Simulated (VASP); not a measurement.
Set up this calculation in VASP 6.6.1, as the native input.

```yaml
Task: single point
Functional: LDA
Potentials_or_basis: VASP PAW LDA potentials, release 64 (Sn_d)
Cutoff: 520 eV
k_mesh: 18 × 18 × 18
Occupations: gaussian, width 0.15 eV
Spin: no spin polarisation
Dipole_correction: no
Further_INCAR_settings: ALGO = Fast; EDIFF = 1e-06; NBANDS = 13
```

The structure of Sn lies in POSCAR:

```
Sn
1.0
   -1.8946518192      1.8946518192      1.7999192282
    1.8946518192     -1.8946518192      1.7999192282
    1.8946518192      1.8946518192     -1.7999192282
Sn
1
Direct
    0.0000000000      0.0000000000      0.0000000000
```

This cell differs from its parent crystal: strain -0.0500 x Voigt [0, 0, 1, 0, 0, 0].

The input as run:

INCAR

```
SYSTEM = Sn
PREC = Accurate
ENCUT = 520
EDIFF = 1E-6
ISMEAR = 0
SIGMA = 0.15
LREAL = .False.
LASPH = .True.
NELM = 80
ALGO = Fast
ISIF = 2
LWAVE = .False.
LCHARG = .False.
NBANDS = 13
```

KPOINTS

```
regular mesh
0
Gamma
  18 18 18
  0 0 0
```

Potentials or basis: VASP PAW LDA potentials, release 64 (Sn_d).

Command:

```sh
$ cat potpaw_LDA.64/Sn_d/POTCAR > POTCAR
$ mpirun -np 1 vasp_std > vasp.out
```

Results of the run:

```
Pressure               : -0.7 GPa
Band gap on the k mesh : zero (band 7 reaches 16.58 eV, above the bottom of band 8 at 5.90 eV)
```

Caveat: the cell differs from its parent crystal (strain -0.0500 x Voigt [0, 0, 1, 0, 0, 0]); spin-orbit coupling is left out, which moves the levels of the heavy elements.

Run time: 83 s on 1 thread of Intel(R) Xeon(R) Platinum 8375C CPU @ 2.90GHz (Ice Lake), on a shared host, peak memory 0.24 GiB.
